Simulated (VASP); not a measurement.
ZnAu:

```
CELL_PARAMETERS angstrom
3.16784 0.00000 0.00000
0.00000 3.16784 0.00000
0.00000 0.00000 3.16784
ATOMIC_POSITIONS crystal
Au 0.00000 0.00000 0.00000
Zn 0.50000 0.50000 0.50000
```

This cell differs from its parent crystal: volume scaled by 1.02.

Base run:

```yaml
Program: VASP 6.6.1
Functional: PBE
Potentials_or_basis: VASP PAW PBE potentials, release 64 (Au, Zn)
Cutoff: 520 eV
k_mesh: 8 × 8 × 8
Occupations: fermi-dirac, width 0.05 eV
Spin: no spin polarisation
```

Its results: pressure 2.5 GPa.

The run is repeated on the same cell with these changes: functional from PBE to PBEsol. What comes out?

Pressure -4.5 GPa.

PBEsol binds more tightly than PBE, so the same cell stands under less pressure.

Caveats: the PAW data sets were made with another functional, which shifts forces and pressure a little (some runs).
